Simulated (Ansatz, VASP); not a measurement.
## One calculation of Al, two programs

```
Al
1.0
     2.96779    0.00000    0.00000
    -1.48389    2.57018    0.00000
     0.00000    0.00000    4.77431
Al
2
Direct
  0.33333 0.66667 0.25000
  0.66667 0.33333 0.75000
```

Alike in both runs: task single point; functional revPBE; k mesh 14 × 14 × 8; occupations fermi-dirac, width 0.1 eV; no spin polarisation.

```csv
,VASP,Ansatz
version,VASP 6.6.1,Ansatz 0.2.0
potentials or method,"VASP PAW PBE potentials, release 64 (Al), cutoff 520 eV","plane waves (420 eV) with PAW, scalar-relativistic"
valence electrons in the cell,6,6
```

VASP gave:

```
pressure (GPa)                                                : -4.8
traceless stress, the component that is largest in VASP (GPa) : 0.83
```

Which values does Ansatz return?

Pressure (GPa): -4.7; traceless stress, the component that is largest in VASP (GPa): 0.84.

VASP's potentials were made for PBE, not for revPBE.
